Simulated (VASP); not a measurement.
A run of VASP 6.6.1 is set up as follows.

POSCAR

```
Ti
1.0
   -2.4746641872      2.4746641872      1.4020877210
    2.4746641872     -2.4746641872      1.4020877210
    2.4746641872      2.4746641872     -1.4020877210
Ti
2
Direct
    0.0000000000      0.0000000000      0.0000000000
    0.7500000000      0.2500000000      0.5000000000
```

File INCAR.step1:

```
SYSTEM = Ti
  ALGO = Normal
  EDIFF = 1E-4
  ENCUT = 520
  GGA = PE
  ISMEAR = 0
  LASPH = .True.
  LCHARG = .False.
  LREAL = .False.
  LWAVE = .True.
  NBANDS = 19
  NELM = 80
  PREC = Accurate
  SIGMA = 0.1
```

INCAR.step2

```
SYSTEM = Ti
  ALGO = Normal
  EDIFF = 1E-6
  ENCUT = 520
  ISIF = 2
  ISMEAR = 0
  ISTART = 1
  LASPH = .True.
  LCHARG = .False.
  LMIXTAU = .True.
  LREAL = .False.
  LWAVE = .False.
  METAGGA = R2SCAN
  NBANDS = 19
  NELM = 80
  PREC = Accurate
  SIGMA = 0.1
```

The input KPOINTS:

```
k-points
0
Gamma
  22 22 22
  0 0 0
```

Potentials or basis: VASP PAW PBE potentials, release 64 (Ti_sv).

The run is started by

```bash
$ cat potpaw_PBE.64/Ti_sv/POTCAR > POTCAR
$ cp INCAR.step1 INCAR
$ mpirun -np 1 vasp_std > vasp.out
$ cp INCAR.step2 INCAR
$ mpirun -np 1 vasp_std > vasp.out
```

What does it give for the pressure?

0.5 GPa.

Predict the band gap on the k mesh.

zero (bands 12 and 13 overlap by 1.14 eV).

Stress tensor (GPa, compression positive):
```
0.52 0.00 0.00
0.00 0.52 0.00
0.00 0.00 0.39
```

Caveat: the PAW data sets were made with another functional, which shifts forces and pressure a little.
